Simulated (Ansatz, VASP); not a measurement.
**Ni in VASP and in Ansatz**

```
Ni
1.0
    -1.40063    1.40063    1.40063
     1.40063   -1.40063    1.40063
     1.40063    1.40063   -1.40063
Ni
1
Cartesian
  0.0000 0.0000 0.0000
```

Alike in both runs: task single point; functional r2SCAN; k mesh 18 × 18 × 18; occupations fermi-dirac, width 0.05 eV; collinear spin.

|  | VASP | Ansatz |
| --- | --- | --- |
| version | VASP 6.6.1 | Ansatz 0.2.0 |
| potentials or method | VASP PAW PBE potentials, release 64 (Ni), cutoff 520 eV | plane waves (500 eV) with PAW, scalar-relativistic |
| valence electrons in the cell | 10 | 18 |

|  | VASP | Ansatz | Ansatz less VASP |
| --- | --- | --- | --- |
| pressure (GPa) | -7.1 | -7.6 | -0.43 |
| net moment per atom (μB) | 0.62 | 0.63 | +0.009 |
| size of the moment on the site where the two differ most (μB) | 0.65 | 0.69 | +0.049 |

VASP's potentials were made for PBE, not for r2SCAN. Site moments also hang on the region over which each program counts them. With one functional, cell and mesh, what is left measures potentials, basis and numerics. VASP's potentials hold 10 valence electrons a cell and Ansatz's 18, so a difference there can come from the potentials and not from the codes. Ansatz's warnings: stability check not made.
